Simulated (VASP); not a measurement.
The system is Br.

```
Br
1.0
     3.06000    0.00000    0.00000
     0.00000    3.06000    0.00000
     0.00000    0.00000    3.06000
Br
1
Direct
  0.00000 0.00000 0.00000
```

| Item | Value |
| --- | --- |
| Program | VASP 6.6.1 |
| Task | relaxation of cell and atoms |
| Functional | PBE |
| Potentials or basis | VASP PAW PBE potentials, release 64 (Br) |
| Cutoff | 600 eV |
| k mesh | 14 × 14 × 14 |
| Occupations | methfessel-paxton, width 0.02 eV |
| Spin | no spin polarisation |

At the start: pressure 1.2 GPa; volume 28.65 Å³/atom.

Q: Where does the relaxation end?

A: Over 3 steps the energy falls by 3.9 meV/atom and the volume is 29.74 Å³/atom (+3.8 %); space group Pm-3m (No. 221, to 0.05 Å).

The path:
| step | energy change (eV) | largest force (eV/Å) | pressure (GPa) | volume (Å³) |
| --- | --- | --- | --- | --- |
| 1 | 0.0000 | 0.0000 | 1.21 | 28.65 |
| 2 | -0.0038 | 0.0000 | 0.18 | 29.56 |
| 3 | -0.0039 | 0.0000 | -0.01 | 29.74 |

Final structure:
```
Br
1.0
     3.09831    0.00000    0.00000
     0.00000    3.09831    0.00000
     0.00000    0.00000    3.09831
Br
1
Direct
  0.00000 0.00000 0.00000
```

Caveat: an odd number of electrons without spin polarisation forces a metal; a magnetic or distorted state may lie lower.
